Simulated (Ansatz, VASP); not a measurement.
Sn: VASP beside Ansatz

```
Sn
1.0
    -2.91585    2.91585    1.54293
     2.91585   -2.91585    1.54293
     2.91585    2.91585   -1.54293
Sn
2
Direct
  0.00000 0.00000 0.00000
  0.75000 0.25000 0.50000
```

Change from the starting cell: zz strain of -3 %.

Alike in both runs: task single point; functional PBE; k mesh 15 × 15 × 15; occupations fermi-dirac, width 0.05 eV; no spin polarisation.

|  | VASP | Ansatz |
| --- | --- | --- |
| version | VASP 6.6.1 | Ansatz 0.2.0 |
| potentials or method | VASP PAW PBE potentials, release 64 (Sn_d), cutoff 520 eV | all-electron LAPW, scalar-relativistic |

```csv
,VASP,Ansatz,Ansatz less VASP
pressure (GPa),4.6,4.6,+0.06
"traceless stress, the component that is largest in VASP (GPa)",0.82,0.82,+0.002
```

Ansatz ran all-electron here, and VASP with PAW potentials.
